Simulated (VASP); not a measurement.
Input of a VASP 6.6.1 run:

The input INCAR:

```
PREC     = Accurate       # precision mode
ENCUT    = 520            # plane-wave cutoff, eV
EDIFF    = 1E-6           # SCF threshold, eV
ISMEAR   = 0              # smearing method
SIGMA    = 0.05           # smearing width, eV
LREAL    = F              # projectors in reciprocal space
LASPH    = T              # aspherical terms in the spheres
NELM     = 100            # most SCF steps
ALGO     = Normal         # electronic algorithm
ISIF     = 2              # what is computed and relaxed
LWAVE    = F              # write WAVECAR
LCHARG   = F              # write CHGCAR
LDIPOL   = T            
IDIPOL   = 3            
DIPOL    = 0.5 0.5 0.500
GGA      = PS             # functional
NBANDS   = 36             # bands
ISYM     = 0
```

KPOINTS

```
regular mesh
0
Gamma
  11 7 1
```

Contents of POSCAR:

```
C
1.0
    2.4588524064      0.0000000000      0.0000000000
   -1.2294262032      3.6913216801      0.0000000000
    0.0000000000      0.0000000000     26.3565499948
C
12
Direct
    0.5000000000      0.0000000000      0.2845592462
    0.0000000000      0.0000000000      0.3114803769
    0.0000000000      0.0000000000      0.3653513216
    0.5000000000      0.0000000000      0.3922724523
    0.5000000000      0.0000000000      0.4461433970
    0.0000000000      0.0000000000      0.4730645277
    0.0000000000      0.0000000000      0.5269354723
    0.5000000000      0.0000000000      0.5538566030
    0.5000000000      0.0000000000      0.6077275477
    0.0000000000      0.0000000000      0.6346486784
    0.0000000000      0.0000000000      0.6885196231
    0.5000000000      0.0000000000      0.7154407538
```

Potentials or basis: VASP PAW PBE potentials, release 64 (C).

Command:

```bash
$ cat potpaw_PBE.64/C/POTCAR > POTCAR
$ mpirun -np 1 vasp_std > vasp.out
```

Q: Estimate the largest force.

A: 2.860 eV/Å.

Q: What does it give for the band gap on the k mesh?

A: Zero (bands 24 and 25 overlap by 0.39 eV).

Forces in eV/Å, atoms in the order of the input:
```
C    0.000  0.000  1.870
C    0.000  0.000 -2.860
C    0.000  0.000  0.989
C    0.000  0.000 -0.231
C    0.000  0.000  0.179
C    0.000  0.000 -0.105
C    0.000  0.000  0.105
C    0.000  0.000 -0.179
C    0.000  0.000  0.231
C    0.000  0.000 -0.989
C    0.000  0.000  2.860
C    0.000  0.000 -1.870
```

Caveat: the PAW data sets were made with another functional, which shifts forces and pressure a little.
